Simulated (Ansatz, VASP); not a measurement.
**Two plane-wave programs on KAl3O**

```
K Al O
1.0
     3.80089    0.00000    0.00000
     0.00000    3.80089    0.00000
     0.00000    0.00000    8.13270
K Al O
1 3 1
Direct
  0.50000 0.50000 0.81232
  0.00000 0.50000 0.36087
  0.00000 0.00000 0.11741
  0.50000 0.00000 0.36087
  0.00000 0.00000 0.91023
```

Change from the starting cell: species swapped into the CsInBr3 type (P4mm, No. 99).

Alike in both runs: functional PBE; k mesh 8 × 8 × 8; occupations gaussian, width 0.1 eV; no spin polarisation.

Ansatz relaxed the structure, and its values are those at the end. VASP's run is a single point on that final structure, the one shown.

|  | VASP | Ansatz |
| --- | --- | --- |
| version | VASP 6.6.1 | Ansatz 0.2.0 |
| potentials or method | VASP PAW PBE potentials, release 64 (K_sv, Al, O_h), cutoff 910 eV | scalar-relativistic, plane waves, PAW |
| valence electrons in the cell | 24 | 24 |

|  | VASP | Ansatz | Ansatz less VASP |
| --- | --- | --- | --- |
| gap on the k mesh at the Fermi level (eV) | none | none | - |
| rms of the force components (eV/Å) | 0.014 | 0.003 | -0.0113 |

A gap of «none» marks a metal or a gap that the smearing closes. The functional is the same, so the differences come from potentials, cutoffs and numerics.

Noted on VASP's run: the cutoff is short for stress, so the pressure is rough.
